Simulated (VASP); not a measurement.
# Rb (P6/mmm) in VASP: single point with r2SCAN

Aim: the single point of Rb with r2SCAN.

Everything below comes from runs of VASP 6.6.1. Logs are shortened: lines on timing, memory, paths and dates and some standing lists are left out, and cuts for length are marked.

### 1 The cell of the first run

The structure is hexagonal, space group P6/mmm (No. 191). Conventional cell: a = 4.930 Å, b = 4.930 Å, c = 4.581 Å, α = 90.00°, β = 90.00°, γ = 120.00°.

This isn't the form of Rb at room conditions, which is bcc.

### 2 Single point, r2SCAN

Contents of POSCAR:

```
Rb
1.0
    4.9301020506      0.0000000000      0.0000000000
   -2.4650510253      4.2695936191      0.0000000000
    0.0000000000      0.0000000000      4.5806961517
Rb
1
Direct
    0.0000000000      0.0000000000      0.0000000000
```

Contents of INCAR.step1:

```
PREC     = Accurate       # precision mode
ENCUT    = 520            # plane-wave cutoff, eV
ISMEAR   = 0              # smearing method
SIGMA    = 0.1            # smearing width, eV
LREAL    = False          # projectors in reciprocal space
LASPH    = True           # aspherical terms in the spheres
NELM     = 80             # most SCF steps
NBANDS   = 10             # bands
GGA      = PE             # functional
ALGO     = Normal         # electronic algorithm
EDIFF    = 1E-4           # SCF threshold, eV
LWAVE    = True           # write WAVECAR
LCHARG   = False          # write CHGCAR
```

Contents of INCAR.step2:

```
PREC     = Accurate       # precision mode
ENCUT    = 520            # plane-wave cutoff, eV
EDIFF    = 1E-6           # SCF threshold, eV
ISMEAR   = 0              # smearing method
SIGMA    = 0.1            # smearing width, eV
LREAL    = False          # projectors in reciprocal space
LASPH    = True           # aspherical terms in the spheres
NELM     = 80             # most SCF steps
ALGO     = Normal         # electronic algorithm
ISIF     = 2              # what is computed and relaxed
LWAVE    = False          # write WAVECAR
LCHARG   = False          # write CHGCAR
METAGGA  = R2SCAN         # meta-GGA
LMIXTAU  = True         
NBANDS   = 10             # bands
ISTART   = 1
```

Contents of KPOINTS:

```
regular mesh
0
Gamma
  15 15 12
```

Potentials or basis: VASP PAW PBE potentials, release 64 (Rb_sv).

Command:

```bash
$ cat potpaw_PBE.64/Rb_sv/POTCAR > POTCAR
$ cp INCAR.step1 INCAR
$ mpirun -np 1 vasp_std > vasp.out
$ cp INCAR.step2 INCAR
$ mpirun -np 1 vasp_std > vasp.out
```

OUTCAR:

```text
PREC = Accurate
   ENCUT = 520
   EDIFF = 1E-6
   ISMEAR = 0
   LREAL = False
   LASPH = True
   NELM = 80
   ISIF = 2
   METAGGA = R2SCAN
   ISTART = 1

 ion  position               nearest neighbor table
   1  0.000  0.000  0.000-

  LATTYP: Found a hexagonal cell.
 ALAT       =     4.9301020506
 C/A-ratio  =     0.9291280596

  Lattice vectors:

 A1 = (   4.9301020506,   0.0000000000,   0.0000000000)
 A2 = (  -2.4650510253,   4.2695936191,   0.0000000000)
 A3 = (   0.0000000000,   0.0000000000,   4.5806961517)

Analysis of symmetry for initial positions (statically):
=====================================================================
 Subroutine PRICEL returns:
 Original cell was already a primitive cell.

 Routine SETGRP: Setting up the symmetry group for a
 hexagonal supercell.

 Subroutine GETGRP returns: Found 24 space group operations
 (whereof 24 operations were pure point group operations)
 out of a pool of 24 trial point group operations.

The static configuration has the point symmetry D_6h.

Analysis of symmetry for dynamics (positions and initial velocities):
=====================================================================
 Subroutine PRICEL returns:
 Original cell was already a primitive cell.

 Routine SETGRP: Setting up the symmetry group for a
 hexagonal supercell.

 Subroutine GETGRP returns: Found 24 space group operations
 (whereof 24 operations were pure point group operations)
 out of a pool of 24 trial point group operations.

The dynamic configuration has the point symmetry D_6h.

 Subroutine INISYM returns: Found 24 space group operations
 (whereof 24 operations are pure point group operations),
 and found     1 'primitive' translations

----------------------------------------------------------------------------------------

                                     Primitive cell

  volume of cell :      96.4215

  direct lattice vectors                    reciprocal lattice vectors
     4.930102051  0.000000000  0.000000000     0.202835558  0.117107164  0.000000000
    -2.465051025  4.269593619  0.000000000     0.000000000  0.234214328  0.000000000
     0.000000000  0.000000000  4.580696152     0.000000000  0.000000000  0.218307429

  length of vectors
     4.930102051  4.930102051  4.580696152     0.234214328  0.234214328  0.218307429

  position of ions in fractional coordinates (direct lattice)
     0.000000000  0.000000000  0.000000000

  ion indices of the primitive-cell ions
   primitive index   ion index
                 1           1

----------------------------------------------------------------------------------------

 KPOINTS: regular mesh

Automatic generation of k-mesh.
 Grid dimensions read from file:
 generate k-points for:   15   15   12

 Generating k-lattice:

  Cartesian coordinates                     Fractional coordinates (reciprocal lattice)
     0.013522371  0.007807144  0.000000000     0.066666667  0.000000000  0.000000000
     0.000000000  0.015614289  0.000000000     0.000000000  0.066666667  0.000000000
     0.000000000  0.000000000  0.018192286     0.000000000  0.000000000  0.083333333

  Length of vectors
     0.015614289  0.015614289  0.018192286

  Shift w.r.t. Gamma in fractional coordinates (k-lattice)
     0.000000000  0.000000000  0.000000000

 Subroutine IBZKPT returns following result:
 ===========================================

 Found    189 irreducible k-points:

 Following reciprocal coordinates:
            Coordinates               Weight
  0.000000  0.000000  0.000000      1.000000
  0.066667 -0.000000  0.000000      6.000000
  0.133333 -0.000000  0.000000      6.000000
  0.200000  0.000000  0.000000      6.000000
  0.266667 -0.000000  0.000000      6.000000
  0.333333 -0.000000  0.000000      6.000000
[... 16 lines left out ...]
  0.333333  0.200000  0.000000     12.000000
  0.400000  0.200000  0.000000      6.000000
 [... further k-points ...]
   k-points           NKPTS =    189   k-points in BZ     NKDIM =    189   number of bands    NBANDS=     10
   number of dos      NEDOS =    301   number of ions     NIONS =      1
   total plane-waves  NPLWV =  57600
   dimension x,y,z NGX =    40 NGY =   40 NGZ =   36
   dimension x,y,z NGXF=    80 NGYF=   80 NGZF=   72
   ions per type =               1
   NGX,Y,Z   is equivalent  to a cutoff of  13.49, 13.49, 13.07 a.u.
   NGXF,Y,Z  is equivalent  to a cutoff of  26.98, 26.98, 26.13 a.u.
 SYSTEM =  unknown system
   PREC   = accura    normal or accurate (medium, high low for compatibility)
   ISTART =      1    job   : 0-new  1-cont  2-samecut
   ICHARG =      0    charge: 1-file 2-atom 10-const
   ISPIN  =      1    spin polarized calculation?
   LNONCOLLINEAR =      F non collinear calculations
   LSORBIT =      F    spin-orbit coupling
   LASPH  =      T    aspherical Exc in radial PAW
   ENCUT  =  520.0 eV  38.22 Ry    6.18 a.u.   9.17  9.17  8.52*2*pi/ulx,y,z
   NELM   =     80;   NELMIN=  2; NELMDL=  0     # of ELM steps
   EDIFF  = 0.1E-05   stopping-criterion for ELM
   LREAL  =      F    real-space projection
   EDIFFG = 0.1E-04   stopping-criterion for IOM
   NSW    =      0    number of steps for IOM
   IBRION =     -1    ionic relax: 0-MD 1-quasi-New 2-CG
   NFREE  =      0    steps in history (QN), initial steepest desc. (CG)
   ISIF   =      2    stress and relaxation
   ISYM   =      2    0-nonsym 1-usesym 2-fastsym
   POTIM  = 0.5000    time-step for ionic-motion
   TEBEG  =    0.0;   TEEND  =   0.0 temperature during run
   PSTRESS=    0.0 pullay stress
   NELECT =       9.0000    total number of electrons
   NUPDOWN=      -1.0000    fix difference up-down
   EMIN   =  10.00;   EMAX   =-10.00  energy-range for DOS
   EFERMI =   0.00;   METHOD = LEGACY
   ISMEAR =     0;   SIGMA  =   0.10  broadening in eV -4-tet -1-fermi 0-gaus
   EFERMI_NEDOS =   21; number of points for ismear=-14 and -15
   IALGO  =     38    algorithm
   IMIX   =      4    mixing-type and parameters
     AMIX     =   0.40;   BMIX     =  1.00
     AMIX_MAG =   1.60;   BMIX_MAG =  1.00
  volume/ion in A,a.u.               =      96.42       650.68
  Fermi-wavevector in a.u.,A,eV,Ry     =   0.742616  1.403341  7.503323  0.551479
  Thomas-Fermi vector in A             =   1.837537
   LORBIT       =      0    0 simple, 1 ext, 2 COOP (PROOUT), +10 PAW based schemes
   METAGGA = R2SCAN    functional components
   LHFCALC =     F    Hartree Fock is set to
   AEXX    =    0.0000 exact exchange contribution
   IVDW    =     0    specifies the selected vdW correction
   LEPSILON=     F    determine dielectric tensor
   LRPA    =     F    only Hartree local field effects (RPA)
 non-spin polarized calculation
 Gauss-broadening in eV      SIGMA  =   0.10
  energy-cutoff  :      520.00
  volume of cell :       96.42
 maximum number of plane-waves:      2627
 NGX is ok and might be reduce to    40
   NGX = 19   NGY = 19   NGZ = 17

 number of electron       9.0000000 magnetization

 Free energy of the ion-electron system (eV)
  ---------------------------------------------------
  ext. energy  EPLUGINS =         0.00000000
  ---------------------------------------------------
  free energy    TOTEN  =       -13.86570248 eV

  energy without entropy =      -13.86166192  energy(sigma->0) =      -13.86368220

 E-fermi :  -0.0128     XC(G=0):  -5.5738

 val. band max:       -0.0370989450   @ k =   0.2000   0.0667   0.4167
 cond. band min:       0.0015339009   @ k =   0.0667  -0.0000   0.5000
 fundamental gap:      0.0386328459
 Fermi energy:        -0.0128472706

 k-point     1 :       0.0000    0.0000    0.0000
  band No.  band energies     occupation
      1     -30.2574      2.00000
      2     -13.7428      2.00000
      3     -13.7428      2.00000
      4     -13.7426      2.00000
      5      -2.0531      2.00000
      6       2.6912      0.00000
      7       3.8598      0.00000
      8       3.8598      0.00000
      9       6.1904      0.00000
     10       6.2134      0.00000

 k-point     2 :       0.0667   -0.0000    0.0000
  band No.  band energies     occupation
      1     -30.2573      2.00000
      2     -13.7469      2.00000
      3     -13.7437      2.00000
      4     -13.7422      2.00000
      5      -2.0042      2.00000
      6       2.7089      0.00000
      7       3.6593      0.00000
      8       3.8991      0.00000
      9       5.9031      0.00000
     10       6.4267      0.00000

 k-point     3 :       0.1333   -0.0000    0.0000
  band No.  band energies     occupation
      1     -30.2568      2.00000
      2     -13.7585      2.00000
      3     -13.7464      2.00000
      4     -13.7410      2.00000
      5      -1.8594      2.00000
      6       2.7525      0.00000
      7       3.2196      0.00000
      8       4.0150      0.00000
      9       5.5524      0.00000
     10       6.3789      0.00000

 k-point     4 :       0.2000    0.0000    0.0000
  band No.  band energies     occupation
      1     -30.2561      2.00000
      2     -13.7755      2.00000
      3     -13.7503      2.00000
      4     -13.7392      2.00000
      5      -1.6236      2.00000
      6       2.6747      0.00000
      7       2.8392      0.00000
      8       4.2002      0.00000
      9       5.2539      0.00000
     10       6.3410      0.00000

 k-point     5 :       0.2667   -0.0000    0.0000
  band No.  band energies     occupation
      1     -30.2553      2.00000
      2     -13.7949      2.00000
      3     -13.7548      2.00000
      4     -13.7371      2.00000
      5      -1.3044      2.00000
      6       2.1724      0.00000
      7       2.8430      0.00000
      8       4.4417      0.00000
      9       5.0133      0.00000
     10       6.0362      0.00000

 k-point     6 :       0.3333   -0.0000    0.0000
  band No.  band energies     occupation
      1     -30.2545      2.00000
      2     -13.8132      2.00000
      3     -13.7591      2.00000
      4     -13.7352      2.00000
      5      -0.9126      2.00000
      6       1.6484      0.00000
      7       2.8125      0.00000
      8       4.7165      0.00000
      9       4.8326      0.00000
     10       5.9367      0.00000
[... 183 lines left out ...]
 k-point    21 :       0.2000    0.2000    0.0000
  band No.  band energies     occupation
      1     -30.2544      2.00000
      2     -13.8091      2.00000
      3     -13.7688      2.00000
      4     -13.7347      2.00000
      5      -0.8218      2.00000
      6       1.7898      0.00000
      7       2.5481      0.00000
      8       4.4528      0.00000
      9       4.8944      0.00000
     10       5.8968      0.00000

 k-point    22 :       0.2667    0.2000    0.0000
  band No.  band energies     occupation
      1     -30.2538      2.00000
      2     -13.8178      2.00000
      3     -13.7769      2.00000
      4     -13.7333      2.00000
      5      -0.4083      2.00000
      6       1.4403      0.00000
      7       2.2978      0.00000
      8       4.6403      0.00000
      9       4.8439      0.00000
     10       5.7243      0.00000

 k-point    23 :       0.3333    0.2000    0.0000
  band No.  band energies     occupation
      1     -30.2534      2.00000
      2     -13.8231      2.00000
      3     -13.7828      2.00000
      4     -13.7323      2.00000
      5       0.0549      0.33809
      6       1.0209      0.00000
      7       2.1095      0.00000
      8       4.8250      0.00000
      9       4.8662      0.00000
     10       5.5994      0.00000

 k-point    24 :       0.4000    0.2000    0.0000
  band No.  band energies     occupation
      1     -30.2533      2.00000
      2     -13.8250      2.00000
      3     -13.7849      2.00000
      4     -13.7319      2.00000
      5       0.5256      0.00000
      6       0.5622      0.00000
      7       2.0440      0.00000
      8       4.8218      0.00000
      9       4.9831      0.00000
     10       5.5532      0.00000

 [... further k-points ...]

------------------------ aborting loop because EDIFF is reached ----------------------------------------

  FORCE on cell =-STRESS in cart. coord.  units (eV):
  Direction    XX          YY          ZZ          XY          YZ          ZX
  --------------------------------------------------------------------------------------
  -------------------------------------------------------------------------------------
  Total        0.0121013      0.0121013      0.0105826      0.0000000     -0.0000000      0.0000000
  in kB        0.2010795      0.2010795      0.1758440      0.0000000     -0.0000000      0.0000000
  external PRESSURE =       0.1926677 kB  Pullay stress =       0.0000000 kB

 VOLUME and BASIS-vectors are now :
 -----------------------------------------------------------------------------
  energy-cutoff  :      520.00
  volume of cell :       96.42
      direct lattice vectors                 reciprocal lattice vectors
     4.930102051  0.000000000  0.000000000     0.202835558  0.117107164  0.000000000
    -2.465051025  4.269593619  0.000000000     0.000000000  0.234214328  0.000000000
     0.000000000  0.000000000  4.580696152     0.000000000  0.000000000  0.218307429

 POSITION                                       TOTAL-FORCE (eV/Angst)
 -----------------------------------------------------------------------------------
      0.00000      0.00000      0.00000        -0.000000      0.000000      0.000000
 -----------------------------------------------------------------------------------
    total drift:                               -0.000000     -0.000000      0.000000

  FREE ENERGIE OF THE ION-ELECTRON SYSTEM (eV)
  ---------------------------------------------------
  free  energy   TOTEN  =       -13.8657024785 eV

  energy  without entropy=      -13.8616619240  energy(sigma->0) =      -13.86368220
```

Wall time 4.2 min (1 thread of Intel Xeon 6975P-C (Granite Rapids), shared host); peak memory 0.35 GiB.

What came out:

```
Free energy            : -13.8657 eV
Pressure               : 0.0 GPa
Band gap on the k mesh : zero (an odd number of electrons rules out a gap without spin polarisation)
```

Levels at points of the mesh, in eV from the Fermi level:
| k point | band 1 | band 2 | band 3 | band 4 | band 5 | band 6 | band 7 | band 8 | band 9 |
| --- | --- | --- | --- | --- | --- | --- | --- | --- | --- |
| (0.00, 0.00, 0.00) | -30.24 | -13.73 | -13.73 | -13.73 | -2.04 | 2.70 | 3.87 | 3.87 | 6.20 |
| (0.00, 0.00, 0.50) | -30.24 | -13.85 | -13.72 | -13.72 | -0.04 | 0.18 | 4.48 | 4.48 | 4.76 |

Caveat: the PAW data sets were made with another functional, which shifts forces and pressure a little.

The gap in the log of VASP goes by the Fermi energy; the results here count the filled bands.